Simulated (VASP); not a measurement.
# Te (P3_121) in VASP: a series of runs, part 2 of 2

VASP 6.6.1. Earlier steps stand in the parts before.

### Step 3. Single point, PBE-based screened hybrid with 5 % exact exchange

POSCAR reads:

```
Te
1.0
    4.4712577270      0.0000000000      0.0000000000
   -2.2356288635      3.8722227785      0.0000000000
    0.0000000000      0.0000000000      5.9487470213
Te
3
Direct
    0.2641920653      0.0000000000      0.3333333333
    0.0000000000      0.2641920653      0.6666666667
    0.7358079347      0.7358079347      0.0000000000
```

INCAR.step1 reads:

```
SYSTEM = Te
PREC = Accurate
ENCUT = 520
EDIFF = 1E-5
ISMEAR = 0
SIGMA = 0.01
LREAL = .False.
LASPH = .True.
NELM = 80
ALGO = Normal
ISIF = 2
LWAVE = .True.
LCHARG = .False.
NBANDS = 16
GGA = PE
```

INCAR.step2 reads:

```
SYSTEM = Te
PREC = Accurate
ENCUT = 520
EDIFF = 1E-6
ISMEAR = 0
SIGMA = 0.01
LREAL = .False.
LASPH = .True.
NELM = 80
ALGO = Normal
ISIF = 2
LWAVE = .False.
LCHARG = .False.
GGA = PE
LHFCALC = .True.
AEXX = 0.05
HFSCREEN = 0.2078
PRECFOCK = Normal
NBANDS = 16
ISTART = 1
```

KPOINTS reads:

```
Automatic mesh
0
Gamma
  6 6 2
  0 0 0
```

Potentials or basis: VASP PAW PBE potentials, release 64 (Te).

On the command line:

```sh
> cat potpaw_PBE.64/Te/POTCAR > POTCAR
> cp INCAR.step1 INCAR
> mpirun -np 1 vasp_std > vasp.out
> cp INCAR.step2 INCAR
> mpirun -np 1 vasp_std > vasp.out
```

OUTCAR:

```text
SYSTEM = Te
   PREC = Accurate
   ENCUT = 520
   EDIFF = 1E-6
   ISMEAR = 0
   LREAL = .False.
   LASPH = .True.
   NELM = 80
   ISIF = 2
   GGA = PE
   LHFCALC = .True.
   AEXX = 0.05
   HFSCREEN = 0.2078
   PRECFOCK = Normal
   ISTART = 1

 ion  position               nearest neighbor table
   1  0.264  0.000  0.333-   3 2.85   2 2.85   3 3.50   3 3.50   2 3.50   2 3.50
   2  0.000  0.264  0.667-   3 2.85   1 2.85   3 3.50   3 3.50   1 3.50   1 3.50
   3  0.736  0.736  0.000-   1 2.85   2 2.85   1 3.50   2 3.50   2 3.50   1 3.50

  LATTYP: Found a hexagonal cell.
 ALAT       =     4.4712577270
 C/A-ratio  =     1.3304415412

  Lattice vectors:

 A1 = (   4.4712577270,   0.0000000000,   0.0000000000)
 A2 = (  -2.2356288635,   3.8722227785,   0.0000000000)
 A3 = (   0.0000000000,   0.0000000000,   5.9487470213)

Analysis of symmetry for initial positions (statically):
=====================================================================
 Subroutine PRICEL returns:
 Original cell was already a primitive cell.

 Routine SETGRP: Setting up the symmetry group for a
 hexagonal supercell.

 Subroutine GETGRP returns: Found  6 space group operations
 (whereof  2 operations were pure point group operations)
 out of a pool of 24 trial point group operations.

The static configuration has the point symmetry C_2 .
 The point group associated with its full space group is D_3 .

Analysis of symmetry for dynamics (positions and initial velocities):
=====================================================================
 Subroutine PRICEL returns:
 Original cell was already a primitive cell.

 Routine SETGRP: Setting up the symmetry group for a
 hexagonal supercell.

 Subroutine GETGRP returns: Found  6 space group operations
 (whereof  2 operations were pure point group operations)
 out of a pool of 24 trial point group operations.

The dynamic configuration has the point symmetry C_2 .
 The point group associated with its full space group is D_3 .

 Subroutine INISYM returns: Found  6 space group operations
 (whereof  2 operations are pure point group operations),
 and found     1 'primitive' translations

----------------------------------------------------------------------------------------

                                     Primitive cell

  volume of cell :     102.9949

  direct lattice vectors                    reciprocal lattice vectors
     4.471257727  0.000000000  0.000000000     0.223650718  0.129124802  0.000000000
    -2.235628864  3.872222778  0.000000000     0.000000000  0.258249604  0.000000000
     0.000000000  0.000000000  5.948747021     0.000000000  0.000000000  0.168102627

  length of vectors
     4.471257727  4.471257727  5.948747021     0.258249604  0.258249604  0.168102627

  position of ions in fractional coordinates (direct lattice)
     0.264192065  0.000000000  0.333333333
     0.000000000  0.264192065  0.666666667
     0.735807935  0.735807935  0.000000000

  ion indices of the primitive-cell ions
   primitive index   ion index
                 1           1
                 2           2
[... 39 lines left out ...]
  0.333333  0.000000  0.500000      6.000000
  0.500000  0.000000  0.500000      3.000000
  0.166667  0.166667  0.500000      6.000000
  0.333333  0.166667  0.500000     12.000000
  0.333333  0.333333  0.500000      2.000000
   k-points           NKPTS =     14   k-points in BZ     NKDIM =     72   number of bands    NBANDS=     16
   number of dos      NEDOS =    301   number of ions     NIONS =      3
   total plane-waves  NPLWV =  62208
   dimension x,y,z NGX =    36 NGY =   36 NGZ =   48
   dimension x,y,z NGXF=    72 NGYF=   72 NGZF=   96
   ions per type =               3
   NGX,Y,Z   is equivalent  to a cutoff of  13.39, 13.39, 13.41 a.u.
   NGXF,Y,Z  is equivalent  to a cutoff of  26.77, 26.77, 26.83 a.u.
 SYSTEM =  Te
   PREC   = accura    normal or accurate (medium, high low for compatibility)
   ISTART =      1    job   : 0-new  1-cont  2-samecut
   ICHARG =      0    charge: 1-file 2-atom 10-const
   ISPIN  =      1    spin polarized calculation?
   LNONCOLLINEAR =      F non collinear calculations
   LSORBIT =      F    spin-orbit coupling
   LASPH  =      T    aspherical Exc in radial PAW
   ENCUT  =  520.0 eV  38.22 Ry    6.18 a.u.   8.31  8.31 11.06*2*pi/ulx,y,z
   NELM   =     80;   NELMIN=  2; NELMDL=  0     # of ELM steps
   EDIFF  = 0.1E-05   stopping-criterion for ELM
   LREAL  =      F    real-space projection
   EDIFFG = 0.1E-04   stopping-criterion for IOM
   NSW    =      0    number of steps for IOM
   IBRION =     -1    ionic relax: 0-MD 1-quasi-New 2-CG
   NFREE  =      0    steps in history (QN), initial steepest desc. (CG)
   ISIF   =      2    stress and relaxation
   ISYM   =      3    0-nonsym 1-usesym 2-fastsym
   POTIM  = 0.5000    time-step for ionic-motion
   TEBEG  =    0.0;   TEEND  =   0.0 temperature during run
   PSTRESS=    0.0 pullay stress
   NELECT =      18.0000    total number of electrons
   NUPDOWN=      -1.0000    fix difference up-down
   EMIN   =  10.00;   EMAX   =-10.00  energy-range for DOS
   EFERMI =   0.00;   METHOD = LEGACY
   ISMEAR =     0;   SIGMA  =   0.01  broadening in eV -4-tet -1-fermi 0-gaus
   EFERMI_NEDOS =   21; number of points for ismear=-14 and -15
   IALGO  =     38    algorithm
   IMIX   =      1    mixing-type and parameters
     AMIX     =   0.40;   BMIX     =  1.00
     AMIX_MAG =   1.60;   BMIX_MAG =  1.00
  volume/ion in A,a.u.               =      34.33       231.68
  Fermi-wavevector in a.u.,A,eV,Ry     =   0.915294  1.729654 11.398452  0.837763
  Thomas-Fermi vector in A             =   2.040019
   LORBIT       =      0    0 simple, 1 ext, 2 COOP (PROOUT), +10 PAW based schemes
   GGA     = PE    functional components
   LHFCALC =     T    Hartree Fock is set to
   PRECFOCK=normal    Normal, Fast or Accurate (Low or Medium for compatibility)
   ENCUT4O =  -1.0   cutoff for four orbital integrals eV
   NKREDX  =     1    reduce k-point grid by
   NKREDY  =     1    reduce k-point grid by
   NKREDZ  =     1    reduce k-point grid by
   AEXX    =    0.0500 exact exchange contribution
   HFSCREEN=    0.2078 screening length (either q_TF or 0.3 A-1)
   HFSCREENC=   0.2078 screening length for correlation (either q_TF or 0.3 A-1)
   ENCUTFOCK=  -1.0 apply spherical cutoff to Coloumb kernel
   IVDW    =     0    specifies the selected vdW correction
   LEPSILON=     F    determine dielectric tensor
   LRPA    =     F    only Hartree local field effects (RPA)
 non-spin polarized calculation
 Gauss-broadening in eV      SIGMA  =   0.01
  energy-cutoff  :      520.00
  volume of cell :      102.99
 maximum number of plane-waves:      2854
 NGX is ok and might be reduce to    36
  NGX = 28; NGY = 28; NGZ = 36

 number of electron      17.9999997 magnetization

 Free energy of the ion-electron system (eV)
  ---------------------------------------------------
  ext. energy  EPLUGINS =         0.00000000
  ---------------------------------------------------
  free energy    TOTEN  =        -9.85402580 eV

  energy without entropy =       -9.85402580  energy(sigma->0) =       -9.85402580

 E-fermi :   5.8002     XC(G=0):  -8.7177

 val. band max:        5.7169879078   @ k =   0.3333   0.3333   0.5000
 cond. band min:       5.9526213244   @ k =   0.3333   0.3333   0.5000
 fundamental gap:      0.2356334166
 Fermi energy:         5.8001757093

 k-point     1 :       0.0000    0.0000    0.0000
  band No.  band energies     occupation
      1      -8.1106      2.00000
      2      -4.7578      2.00000
      3      -4.7578      2.00000
      4       2.6283      2.00000
      5       2.9182      2.00000
      6       2.9182      2.00000
[... 243 lines left out ...]
      3      -4.4367      2.00000
      4       0.4939      2.00000
      5       0.6993      2.00000
      6       0.6993      2.00000
[... 8 lines left out ...]
     15      12.3878      0.00000
     16      12.8930      0.00000

------------------------ aborting loop because EDIFF is reached ----------------------------------------

  FORCE on cell =-STRESS in cart. coord.  units (eV):
  Direction    XX          YY          ZZ          XY          YZ          ZX
  --------------------------------------------------------------------------------------
  -------------------------------------------------------------------------------------
  Total        0.5556480      0.5556480      0.7606237      0.0000000      0.0000000      0.0000000
  in kB        8.6436030      8.6436030     11.8321836      0.0000000      0.0000000      0.0000000
  external PRESSURE =       9.7064632 kB  Pullay stress =       0.0000000 kB

 VOLUME and BASIS-vectors are now :
 -----------------------------------------------------------------------------
  energy-cutoff  :      520.00
  volume of cell :      102.99
      direct lattice vectors                 reciprocal lattice vectors
     4.471257727  0.000000000  0.000000000     0.223650718  0.129124802  0.000000000
    -2.235628864  3.872222778  0.000000000     0.000000000  0.258249604  0.000000000
     0.000000000  0.000000000  5.948747021     0.000000000  0.000000000  0.168102627

 POSITION                                       TOTAL-FORCE (eV/Angst)
 -----------------------------------------------------------------------------------
      1.18127      0.00000      1.98292         0.123366      0.000000      0.000000
     -0.59064      1.02301      3.96583        -0.061683      0.106838     -0.000000
      1.64499      2.84921      0.00000        -0.061683     -0.106838      0.000000
 -----------------------------------------------------------------------------------
    total drift:                                0.000000     -0.000000      0.000000

  FREE ENERGIE OF THE ION-ELECTRON SYSTEM (eV)
  ---------------------------------------------------
  free  energy   TOTEN  =        -9.8540257956 eV

  energy  without entropy=       -9.8540257956  energy(sigma->0) =       -9.85402580
```

It took 62 min on 1 thread of Intel Xeon 8259CL, shared host; peak memory 0.36 GiB.

Results:

```yaml
Free_energy: -9.8540 eV
Pressure: 1.0 GPa
Largest_force: 0.123 eV/Å
Band_gap_on_the_k_mesh: 0.24 eV
```

Forces on the atoms (eV/Å):
```
Te   0.123  0.000  0.000
Te  -0.062  0.107  0.000
Te  -0.062 -0.107  0.000
```

Levels at points of the mesh, in eV from the valence-band top:
```
           k point  band 6  band 7  band 8  band 9  band 10  band 11  band 12  band 13
(0.00, 0.00, 0.00)   -2.80   -1.66   -1.66   -0.76     1.12     1.12     1.77     5.10
(0.50, 0.00, 0.00)   -3.56   -3.49   -1.09   -0.84     1.01     1.12     3.17     3.86
(0.00, 0.00, 0.50)   -2.67   -1.35   -1.06   -1.06     0.63     0.68     0.68     4.18
(0.50, 0.00, 0.50)   -3.67   -2.40   -2.06   -0.21     0.86     2.05     2.68     4.71
```

Caveat: the k points lie up to 0.53 Å⁻¹ apart; the PAW data sets were made with another functional, which shifts forces and pressure a little; spin-orbit coupling is left out, which moves the levels of the heavy elements.

### Step 4. Single point, HSE06

POSCAR is that of step 3.

INCAR.step1 reads:

```
SYSTEM = Te
ALGO = Normal ; EDIFF = 1E-5
ENCUT = 520 ; GGA = PE
ISIF = 2 ; ISMEAR = -1
LASPH = .True. ; LREAL = .False.
LWAVE = .True. ; NBANDS = 16
NELM = 100 ; PREC = Accurate
SIGMA = 0.2
```

INCAR.step2 reads:

```
SYSTEM = Te
ALGO = Normal ; EDIFF = 1E-6
ENCUT = 520 ; GGA = PE
HFSCREEN = 0.2079 ; ISIF = 2
ISMEAR = -1 ; ISTART = 1
LASPH = .True. ; LCHARG = .True.
LELF = .True. ; LHFCALC = .True.
LREAL = .False. ; LVHAR = .True.
LWAVE = .False. ; NBANDS = 16
NELM = 100 ; PREC = Accurate
PRECFOCK = Normal ; SIGMA = 0.2
```

KPOINTS reads:

```
k-points
0
Gamma
  6 6 2
  0 0 0
```

On the command line:

```sh
> cat potpaw_PBE.64/Te/POTCAR > POTCAR
> cp INCAR.step1 INCAR
> mpirun -np 1 vasp_std > vasp.out
> cp INCAR.step2 INCAR
> mpirun -np 1 vasp_std > vasp.out
```

Wall time 47 min (1 thread of Intel Xeon Platinum 8259CL at 2.50GHz (Skylake/Cascade Lake), shared host); peak memory 0.36 GiB.

It converged, with:

```
Free energy            : -11.8824 eV
Pressure               : -0.8 GPa
Largest force          : 0.236 eV/Å
Band gap on the k mesh : 0.57 eV
```

Forces on the atoms (eV/Å):
```
Te  -0.236  0.000  0.000
Te   0.118 -0.204  0.000
Te   0.118  0.204  0.000
```

Stress tensor (GPa, compression positive):
```
-0.54  0.00  0.00
 0.00 -0.54  0.00
 0.00  0.00 -1.24
```

Levels at points of the mesh, in eV from the valence-band top:
| k point | band 7 | band 8 | band 9 | band 10 | band 11 | band 12 |
| --- | --- | --- | --- | --- | --- | --- |
| (0.00, 0.00, 0.00) | -1.83 | -1.83 | -0.87 | 1.54 | 1.54 | 2.26 |
| (0.50, 0.00, 0.00) | -3.78 | -1.16 | -0.93 | 1.39 | 1.52 | 3.62 |
| (0.00, 0.00, 0.50) | -1.53 | -1.18 | -1.18 | 0.99 | 1.07 | 1.07 |
| (0.50, 0.00, 0.50) | -2.58 | -2.24 | -0.21 | 1.24 | 2.51 | 3.18 |

Caveat: the k points lie up to 0.53 Å⁻¹ apart; the PAW data sets were made with another functional, which shifts forces and pressure a little; spin-orbit coupling is left out, which moves the levels of the heavy elements. A k mesh can miss the band edges.

### Step 5. Single point, PBE-based screened hybrid with 35 % exact exchange

POSCAR is that of step 4.

INCAR.step1 reads:

```
SYSTEM = Te
ALGO = Normal ; EDIFF = 1E-5
ENCUT = 520 ; GGA = PE
ISIF = 2 ; ISMEAR = 0
LASPH = .TRUE. ; LCHARG = .FALSE.
LREAL = .FALSE. ; LWAVE = .TRUE.
NBANDS = 16 ; NELM = 80
PREC = Accurate ; SIGMA = 0.01
```

INCAR.step2 reads:

```
SYSTEM = Te
AEXX = 0.35 ; ALGO = Normal
EDIFF = 1E-6 ; ENCUT = 520
GGA = PE ; HFSCREEN = 0.1
ISIF = 2 ; ISMEAR = 0
ISTART = 1 ; LASPH = .TRUE.
LCHARG = .FALSE. ; LHFCALC = .TRUE.
LREAL = .FALSE. ; LWAVE = .FALSE.
NBANDS = 16 ; NELM = 80
PREC = Accurate ; PRECFOCK = Normal
SIGMA = 0.01
```

KPOINTS reads:

```
k-points
0
G
  6 6 2
  0 0 0
```

On the command line:

```sh
> cat potpaw_PBE.64/Te/POTCAR > POTCAR
> cp INCAR.step1 INCAR
> mpirun -np 1 vasp_std > vasp.out
> cp INCAR.step2 INCAR
> mpirun -np 1 vasp_std > vasp.out
```

Run time: 66 min. Hardware: 1 thread of Intel Xeon 8259CL, shared host; peak memory 0.37 GiB.

Results (log left out):

| Item | Value |
| --- | --- |
| Free energy | -14.0894 eV |
| Pressure | -1.9 GPa |
| Largest force | 0.555 eV/Å |
| Band gap on the k mesh | 1.12 eV |

Forces on the atoms (eV/Å):
```
Te  -0.555  0.000  0.000
Te   0.278 -0.481  0.000
Te   0.278  0.481  0.000
```

Stress tensor (GPa, compression positive):
```
-1.37  0.00  0.00
 0.00 -1.37  0.00
 0.00  0.00 -3.09
```

Levels at points of the mesh, in eV from the valence-band top:
| k point | band 6 | band 7 | band 8 | band 9 | band 10 | band 11 | band 12 | band 13 |
| --- | --- | --- | --- | --- | --- | --- | --- | --- |
| (0.00, 0.00, 0.00) | -3.05 | -1.96 | -1.96 | -0.96 | 2.16 | 2.16 | 2.93 | 6.31 |
| (0.50, 0.00, 0.00) | -4.09 | -4.02 | -1.22 | -0.99 | 1.98 | 2.12 | 4.26 | 5.25 |
| (0.00, 0.00, 0.50) | -3.01 | -1.66 | -1.27 | -1.27 | 1.57 | 1.66 | 1.66 | 5.37 |
| (0.50, 0.00, 0.50) | -4.13 | -2.75 | -2.40 | -0.23 | 1.83 | 3.20 | 3.87 | 5.98 |

Caveat: the k points lie up to 0.53 Å⁻¹ apart; the PAW data sets were made with another functional, which shifts forces and pressure a little; spin-orbit coupling is left out, which moves the levels of the heavy elements.

### Step 6. Summary

```csv
level,k mesh,smearing,grid for exact exchange (PRECFOCK),share of exact exchange,screening parameter,gap on the mesh (eV),pressure (GPa),largest force (eV/Å)
r2SCAN,6 × 6 × 4,methfessel-paxton 0.2 eV,-,-,-,0.33,0.9,-
PBE-based screened hybrid with 5 % exact exchange,6 × 6 × 2,gaussian 0.01 eV,Normal,0.05,0.2078 1/Å,0.24,1.0,0.12
HSE06,6 × 6 × 2,fermi-dirac 0.2 eV,Normal,0.25,0.2079 1/Å,0.57,-0.8,0.24
PBE-based screened hybrid with 35 % exact exchange,6 × 6 × 2,gaussian 0.01 eV,Normal,0.35,0.1 1/Å,1.12,-1.9,0.56
```

Alike in all rows: task single point; potentials or basis VASP PAW PBE potentials, release 64 (Te); no spin polarisation; cell as given; cutoff (eV) 520.

Caveats: some runs use coarse meshes; the PAW data sets were made with another functional, which shifts forces and pressure a little; spin-orbit coupling is left out, which moves the levels of the heavy elements.

Absolute energies hang on the potentials; compare differences alone.
